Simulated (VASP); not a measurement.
# Ge in VASP: single point with PBEsol

Aim: the single point of Ge with PBEsol.

Everything below comes from runs of VASP 6.6.1. Logs are shortened: lines on timing, memory, paths and dates and some standing lists are left out, and cuts for length are marked.

## (1) The cell of the first run

The typed cell holds 8 atoms: a = 8.024 Å, b = 4.022 Å, c = 8.024 Å, α = 59.91°, β = 60.03°, γ = 59.91°.

## (2) Single point, PBEsol

INCAR

```
PREC = Accurate
ENCUT = 500
EDIFF = 1E-6
ISMEAR = -1
SIGMA = 0.05
LREAL = False
LASPH = True
NELM = 120
ALGO = Normal
ISIF = 2
LWAVE = False
LCHARG = False
GGA = PS
NBANDS = 66
GGA_COMPAT = False
KPAR = 4
```

KPOINTS

```
Automatic mesh
0
Gamma
  6 6 6
```

POSCAR

```
Ge
1.0
    0.0062210173      5.6649190650      5.6821521260
    2.8442177917      0.0000891243      2.8441136299
    5.6821496496      5.6650631201      0.0060131247
Ge
8
Direct
    0.0026457422     -0.0013611520      0.0106873809
    0.1274008503      0.2491251497      0.1354317532
    0.0026448384     -0.0011663177      0.5106712511
    0.1273656808      0.2493318453      0.6354425385
    0.5026595978     -0.0012334333      0.0106823311
    0.6273874716      0.2492465623      0.1354500184
    0.5026294430     -0.0013950092      0.5107025802
    0.6273870395      0.2490969681      0.6354391102
```

Potentials or basis: VASP PAW PBE potentials, release 64 (Ge_d).

Command:

```sh
> cat potpaw_PBE.64/Ge_d/POTCAR > POTCAR
> mpirun -np 4 vasp_std > vasp.out
```

OUTCAR:

```text
PREC = Accurate
   ENCUT = 500
   EDIFF = 1E-6
   ISMEAR = -1
   LREAL = False
   LASPH = True
   NELM = 120
   ISIF = 2
   GGA = PS

 ion  position               nearest neighbor table
   1  0.003  0.999  0.011-   4 2.46   6 2.46   2 2.46   2 2.46
   2  0.127  0.249  0.135-   3 2.46   5 2.46   1 2.46   1 2.46
   3  0.003  0.999  0.511-   2 2.46   8 2.46   4 2.46   4 2.46
   4  0.127  0.249  0.635-   1 2.46   7 2.46   3 2.46   3 2.46
   5  0.503  0.999  0.011-   8 2.46   2 2.46   6 2.46   6 2.46
   6  0.627  0.249  0.135-   1 2.46   7 2.46   5 2.46   5 2.46
   7  0.503  0.999  0.511-   6 2.46   4 2.46   8 2.46   8 2.46
   8  0.627  0.249  0.635-   5 2.46   3 2.46   7 2.46   7 2.46

  LATTYP: Found a simple monoclinic cell.
 ALAT       =     8.0271240069
 B/A-ratio  =     0.5010832921
 C/A-ratio  =     1.6577102009
 COS(beta)  =    -0.9048550599

  Lattice vectors:

 A1 = (   5.6759286323,   0.0001440551,  -5.6761390013)
 A2 = (  -2.8442177917,  -0.0000891243,  -2.8441136299)
 A3 = (  -8.5139254067,   5.6646858856,   8.5141774974)

Analysis of symmetry for initial positions (statically):
=====================================================================
 Subroutine PRICEL returns:
 Original cell was already a primitive cell.

 Routine SETGRP: Setting up the symmetry group for a
 simple monoclinic supercell.

 Subroutine GETGRP returns: Found  1 space group operations
 (whereof  1 operations were pure point group operations)
 out of a pool of  4 trial point group operations.

The static configuration has the point symmetry C_1 .

Analysis of symmetry for dynamics (positions and initial velocities):
=====================================================================
 Subroutine PRICEL returns:
 Original cell was already a primitive cell.

 Routine SETGRP: Setting up the symmetry group for a
 simple monoclinic supercell.

 Subroutine GETGRP returns: Found  1 space group operations
 (whereof  1 operations were pure point group operations)
 out of a pool of  4 trial point group operations.

The dynamic configuration has the point symmetry C_1 .

 Subroutine INISYM returns: Found  1 space group operations
 (whereof  1 operations are pure point group operations),
 and found     1 'primitive' translations

----------------------------------------------------------------------------------------

                                     Primitive cell

  volume of cell :     182.9036

  direct lattice vectors                    reciprocal lattice vectors
     0.006221017  5.664919065  5.682152126    -0.088090569  0.088262758  0.088091030
     2.844217792  0.000089124  2.844113630     0.175806740 -0.176523592  0.175795745
     5.682149650  5.665063120  0.006013125     0.088085564  0.088262803 -0.088091555

  length of vectors
     8.023602651  4.022257724  8.023702447     0.152677085  0.304914303  0.152674527

  position of ions in fractional coordinates (direct lattice)
     0.002645742  0.998638848  0.010687381
     0.127400850  0.249125150  0.135431753
     0.002644838  0.998833682  0.510671251
     0.127365681  0.249331845  0.635442539
     0.502659598  0.998766567  0.010682331
     0.627387472  0.249246562  0.135450018
     0.502629443  0.998604991  0.510702580
     0.627387040  0.249096968  0.635439110

  ion indices of the primitive-cell ions
   primitive index   ion index
                 1           1
                 2           2
                 3           3
                 4           4
                 5           5
                 6           6
                 7           7
                 8           8

----------------------------------------------------------------------------------------

 KPOINTS: Automatic mesh

Automatic generation of k-mesh.
 Grid dimensions read from file:
 generate k-points for:    6    6    6

 Generating k-lattice:

  Cartesian coordinates                     Fractional coordinates (reciprocal lattice)
    -0.014681762  0.014710460  0.014681838     0.166666667  0.000000000 -0.000000000
     0.029301123 -0.029420599  0.029299291    -0.000000000  0.166666667  0.000000000
     0.014680927  0.014710467 -0.014681926    -0.000000000  0.000000000  0.166666667

  Length of vectors
     0.025446181  0.050819051  0.025445754

  Shift w.r.t. Gamma in fractional coordinates (k-lattice)
     0.000000000  0.000000000  0.000000000

 Subroutine IBZKPT returns following result:
 ===========================================

 Found    112 irreducible k-points:

 Following reciprocal coordinates:
            Coordinates               Weight
  0.000000  0.000000  0.000000      1.000000
  0.166667 -0.000000 -0.000000      2.000000
  0.333333  0.000000 -0.000000      2.000000
  0.500000  0.000000 -0.000000      1.000000
  0.000000  0.166667 -0.000000      2.000000
  0.333333  0.166667  0.333333      2.000000
[... 16 lines left out ...]
  0.500000  0.333333  0.000000      2.000000
  0.166667  0.333333 -0.333333      2.000000
 [... further k-points ...]
   k-points           NKPTS =    112   k-points in BZ     NKDIM =    112   number of bands    NBANDS=     66
   number of dos      NEDOS =    301   number of ions     NIONS =      8
   total plane-waves  NPLWV = 108000
   dimension x,y,z NGX =    60 NGY =   30 NGZ =   60
   dimension x,y,z NGXF=   120 NGYF=   60 NGZF=  120
   ions per type =               8
   NGX,Y,Z   is equivalent  to a cutoff of  12.43, 12.40, 12.43 a.u.
   NGXF,Y,Z  is equivalent  to a cutoff of  24.86, 24.80, 24.86 a.u.
 SYSTEM =  unknown system
   PREC   = accura    normal or accurate (medium, high low for compatibility)
   ISTART =      0    job   : 0-new  1-cont  2-samecut
   ICHARG =      2    charge: 1-file 2-atom 10-const
   ISPIN  =      1    spin polarized calculation?
   LNONCOLLINEAR =      F non collinear calculations
   LSORBIT =      F    spin-orbit coupling
   LASPH  =      T    aspherical Exc in radial PAW
   ENCUT  =  500.0 eV  36.75 Ry    6.06 a.u.  14.63  7.33 14.63*2*pi/ulx,y,z
   NELM   =    120;   NELMIN=  2; NELMDL= -5     # of ELM steps
   EDIFF  = 0.1E-05   stopping-criterion for ELM
   LREAL  =      F    real-space projection
   EDIFFG = 0.1E-04   stopping-criterion for IOM
   NSW    =      0    number of steps for IOM
   IBRION =     -1    ionic relax: 0-MD 1-quasi-New 2-CG
   NFREE  =      0    steps in history (QN), initial steepest desc. (CG)
   ISIF   =      2    stress and relaxation
   ISYM   =      2    0-nonsym 1-usesym 2-fastsym
   POTIM  = 0.5000    time-step for ionic-motion
   TEBEG  =    0.0;   TEEND  =   0.0 temperature during run
   PSTRESS=    0.0 pullay stress
   NELECT =     112.0000    total number of electrons
   NUPDOWN=      -1.0000    fix difference up-down
   EMIN   =  10.00;   EMAX   =-10.00  energy-range for DOS
   EFERMI =   0.00;   METHOD = LEGACY
   ISMEAR =    -1;   SIGMA  =   0.05  broadening in eV -4-tet -1-fermi 0-gaus
   EFERMI_NEDOS =   21; number of points for ismear=-14 and -15
   IALGO  =     38    algorithm
   IMIX   =      4    mixing-type and parameters
     AMIX     =   0.40;   BMIX     =  1.00
     AMIX_MAG =   1.60;   BMIX_MAG =  1.00
  volume/ion in A,a.u.               =      22.86       154.29
  Fermi-wavevector in a.u.,A,eV,Ry     =   1.390188  2.627074 26.294913  1.932622
  Thomas-Fermi vector in A             =   2.514147
   LORBIT       =      0    0 simple, 1 ext, 2 COOP (PROOUT), +10 PAW based schemes
   GGA     = PS    functional components
   LHFCALC =     F    Hartree Fock is set to
   AEXX    =    0.0000 exact exchange contribution
   IVDW    =     0    specifies the selected vdW correction
   LEPSILON=     F    determine dielectric tensor
   LRPA    =     F    only Hartree local field effects (RPA)
 non-spin polarized calculation
  energy-cutoff  :      500.00
  volume of cell :      182.90
 maximum number of plane-waves:      4689
 NGX is ok and might be reduce to    60
   NGX = 29   NGY = 15   NGZ = 29

 number of electron     111.9999990 magnetization

 Free energy of the ion-electron system (eV)
  ---------------------------------------------------
  ext. energy  EPLUGINS =         0.00000000
  ---------------------------------------------------
  free energy    TOTEN  =       -39.46532024 eV

  energy without entropy =      -39.46216906  energy(sigma->0) =      -39.46374465

 E-fermi :   4.7726     XC(G=0): -10.0813

 val. band max:        4.7460121203   @ k =   0.0000   0.0000   0.0000
 cond. band min:       4.7732561305   @ k =   0.0000   0.0000   0.0000
 fundamental gap:      0.0272440102
 Fermi energy:         4.7726354770

 k-point     1 :       0.0000    0.0000    0.0000
  band No.  band energies     occupation
      1     -20.0161      2.00000
      2     -20.0133      2.00000
      3     -20.0061      2.00000
      4     -20.0060      2.00000
      5     -20.0041      2.00000
      6     -20.0040      2.00000
[... 58 lines left out ...]
     65       8.4612      0.00000
     66       8.4713      0.00000

 k-point     2 :       0.1667   -0.0000   -0.0000
  band No.  band energies     occupation
      1     -20.0195      2.00000
      2     -20.0130      2.00000
      3     -20.0129      2.00000
      4     -20.0055      2.00000
      5     -20.0051      2.00000
      6     -20.0035      2.00000
[... 58 lines left out ...]
     65       8.2900      0.00000
     66       8.4946      0.00000

 k-point     3 :       0.3333    0.0000   -0.0000
  band No.  band energies     occupation
      1     -20.0253      2.00000
      2     -20.0226      2.00000
      3     -20.0119      2.00000
      4     -20.0075      2.00000
      5     -20.0037      2.00000
      6     -20.0017      2.00000
[... 1438 lines left out ...]
     65       9.7250      0.00000
     66       9.7553      0.00000

 k-point    24 :       0.1667    0.3333   -0.3333
  band No.  band energies     occupation
      1     -20.0297      2.00000
      2     -20.0281      2.00000
      3     -20.0241      2.00000
      4     -20.0213      2.00000
      5     -20.0151      2.00000
      6     -20.0140      2.00000
[... 58 lines left out ...]
     65       9.7253      0.00000
     66       9.7555      0.00000

 [... further k-points ...]

------------------------ aborting loop because EDIFF is reached ----------------------------------------

  FORCE on cell =-STRESS in cart. coord.  units (eV):
  Direction    XX          YY          ZZ          XY          YZ          ZX
  --------------------------------------------------------------------------------------
  -------------------------------------------------------------------------------------
  Total       -0.2774633     -0.2760495     -0.2768510      0.0034660      0.0035727     -0.0013793
  in kB       -2.4304904     -2.4181054     -2.4251269      0.0303609      0.0312958     -0.0120819
  external PRESSURE =      -2.4245742 kB  Pullay stress =       0.0000000 kB

 VOLUME and BASIS-vectors are now :
 -----------------------------------------------------------------------------
  energy-cutoff  :      500.00
  volume of cell :      182.90
      direct lattice vectors                 reciprocal lattice vectors
     0.006221017  5.664919065  5.682152126    -0.088090569  0.088262758  0.088091030
     2.844217792  0.000089124  2.844113630     0.175806740 -0.176523592  0.175795745
     5.682149650  5.665063120  0.006013125     0.088085564  0.088262803 -0.088091555

 POSITION                                       TOTAL-FORCE (eV/Angst)
 -----------------------------------------------------------------------------------
      2.90109      0.07562      2.85534         0.000287     -0.000238     -0.000381
      1.47890      1.48897      1.43327         0.000220     -0.000106      0.000988
      5.74263      2.90806      2.85890        -0.000098     -0.000052     -0.001048
      4.32063      4.32136      1.43666        -0.000713      0.000678      0.000326
      2.90454      2.90813      5.69686        -0.000480     -0.000083     -0.001263
      1.48246      4.32145      4.27461         0.000241      0.000424      0.000461
      5.74527      5.74061      5.69923         0.000106     -0.000755     -0.000010
      4.32305      7.15392      4.27719         0.000436      0.000131      0.000927
 -----------------------------------------------------------------------------------
    total drift:                                0.001506     -0.005302      0.002009

  FREE ENERGIE OF THE ION-ELECTRON SYSTEM (eV)
  ---------------------------------------------------
  free  energy   TOTEN  =       -39.4653202442 eV

  energy  without entropy=      -39.4621690630  energy(sigma->0) =      -39.46374465
```

Run time: 5 min. Hardware: 4 MPI ranks of Intel Xeon Platinum 8259CL at 2.50GHz (Skylake/Cascade Lake), shared host; peak memory 0.87 GiB.

What came out:

| Quantity | Value |
| --- | --- |
| Free energy | -39.4653 eV |
| Pressure | -0.2 GPa |

Levels at points of the mesh, in eV from the Fermi level:
| k point | band 52 | band 53 | band 54 | band 55 | band 56 | band 57 | band 58 | band 59 | band 60 | band 61 |
| --- | --- | --- | --- | --- | --- | --- | --- | --- | --- | --- |
| (0.00, 0.00, 0.00) | -1.39 | -1.39 | -0.10 | -0.03 | 0.00 | 0.01 | 0.07 | 0.07 | 0.64 | 0.68 |
| (0.50, 0.00, 0.00) | -2.42 | -0.90 | -0.90 | -0.87 | -0.87 | 0.57 | 0.57 | 1.31 | 1.31 | 3.59 |
| (0.00, 0.50, 0.00) | -3.05 | -1.40 | -1.40 | -1.39 | -1.39 | 0.10 | 0.10 | 0.68 | 0.68 | 0.68 |
| (0.50, 0.50, 0.00) | -3.72 | -2.38 | -2.38 | -2.38 | -2.38 | 1.35 | 1.35 | 1.35 | 1.35 | 4.16 |
| (0.00, 0.00, 0.50) | -2.42 | -0.90 | -0.90 | -0.87 | -0.87 | 0.57 | 0.57 | 1.31 | 1.31 | 3.59 |
| (0.50, 0.00, 0.50) | -2.05 | -2.03 | -2.03 | -1.52 | -1.52 | 0.93 | 0.93 | 1.86 | 1.86 | 2.66 |
| (0.00, 0.50, 0.50) | -3.72 | -2.38 | -2.38 | -2.38 | -2.38 | 1.35 | 1.35 | 1.35 | 1.35 | 4.16 |
| (0.50, 0.50, 0.50) | -3.90 | -3.85 | -3.85 | -1.50 | -1.50 | 1.89 | 1.89 | 4.27 | 4.27 | 4.27 |

Caveat: the PAW data sets were made with another functional, which shifts forces and pressure a little.
